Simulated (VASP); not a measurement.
A run of VASP 6.6.1 is set up as follows.

INCAR

```
SYSTEM = Ta2N
PREC = Accurate ; ENCUT = 520
EDIFF = 1E-6 ; ISMEAR = -1
SIGMA = 0.05 ; LREAL = .False.
LASPH = .True. ; NELM = 80
ALGO = Normal ; ISIF = 2
LWAVE = .False. ; LCHARG = .False.
GGA = CA ; NBANDS = 20
```

File KPOINTS:

```
Automatic mesh
0
Gamma
  10 10 6
  0 0 0
```

Contents of POSCAR:

```
Ta2N
1.0
    3.1334770837      0.0000000000      0.0000000000
   -1.5667385418      2.7136707566      0.0000000000
    0.0000000000      0.0000000000      4.9020925425
Ta N
2 1
Direct
    0.3333333333      0.6666666667      0.2547110000
    0.6666666667      0.3333333333      0.7452890000
    0.0000000000      0.0000000000      0.0000000000
```

Potentials or basis: VASP PAW LDA potentials, release 64 (Ta_pv, N).

Command:

```console
$ cat potpaw_LDA.64/Ta_pv/POTCAR potpaw_LDA.64/N/POTCAR > POTCAR
$ mpirun -np 1 vasp_std > vasp.out
```

Task: What does it give for the largest force?

Result: 0.509 eV/Å.

Task: Predict the pressure.

Result: -18.1 GPa.

Forces on the atoms (eV/Å):
```
Ta   0.000  0.000 -0.509
Ta   0.000  0.000  0.509
N    0.000  0.000  0.000
```
